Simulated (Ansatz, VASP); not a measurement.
# Cu in VASP and in Ansatz

Contents of INCAR:

```
PREC = Accurate ; ENCUT = 520
EDIFF = 1E-6 ; ISMEAR = -1
SIGMA = 0.1 ; LREAL = F
LASPH = T ; NELM = 80
ALGO = Normal ; ISIF = 2
LWAVE = F ; LCHARG = F
NBANDS = 30
```

KPOINTS

```
Automatic mesh
0
Gamma
  7 7 2
```

Contents of POSCAR:

```
Cu
1.0
    2.5265350172      0.0000000000      0.0000000000
   -1.2632675086      2.1880510449      0.0000000000
    0.0000000000      0.0000000000      8.2480272865
Cu
4
Direct
    0.9952300000      0.0002200000      0.9983600000
    0.3277700000      0.6622900000      0.2501700000
    0.0056100000      0.0010200000      0.4991700000
    0.6601900000      0.3208400000      0.7500800000
```

Input for Ansatz:

```yaml
crystal:
  lattice:
    - [2.5265350171849774, 0.0, 0.0]
    - [-1.2632675085924887, 2.1880510449487454, 0.0]
    - [0.0, 0.0, 8.248027286538111]
  atoms:
    - { symbol: Cu, position: [0.99523, 0.00022, 0.99836] }
    - { symbol: Cu, position: [0.32777, 0.66229, 0.25017] }
    - { symbol: Cu, position: [0.00561, 0.00102, 0.49917] }
    - { symbol: Cu, position: [0.66019, 0.32084, 0.75008] }
basis:
  ecutwfc: 540.0
  xc_grid: 2
kpoints:
  mp_grid:
    grid: [7, 7, 2]
hamiltonian:
  xc: lda
scf:
  convergence:
    dr2_threshold: 1.0e-09
  occupations:
    method: fermi_dirac
    width: 0.1
output:
  forces: true
  stress: true
```

Alike in both runs: task single point; functional LDA; k mesh 7 × 7 × 2; occupations fermi-dirac, width 0.1 eV; no spin polarisation.

```csv
,VASP,Ansatz
version,VASP 6.6.1,Ansatz 0.2.0
potentials or method,"VASP PAW LDA potentials, release 64 (Cu), cutoff 520 eV","plane waves, PAW"
valence electrons in the cell,44,76
```

|  | VASP | Ansatz | Ansatz less VASP |
| --- | --- | --- | --- |
| pressure (GPa) | -6.9 | -8.0 | -1.08 |
| traceless stress, the component that is largest in VASP (GPa) | -0.19 | -0.18 | +0.007 |
| rms of the force components (eV/Å) | 0.050 | 0.050 | +0.0001 |

LDA's correlation is that of Perdew and Zunger in VASP and of Perdew and Wang (1992) in Ansatz. Atom by atom the forces differ by 0.000 eV/Å (rms over components). VASP's potentials hold 44 valence electrons a cell and Ansatz's 76, so a difference there can come from the potentials and not from the codes. Ansatz's warnings: stress scf threshold loose.

The k mesh is coarse, so the values compare programs but aren't converged.
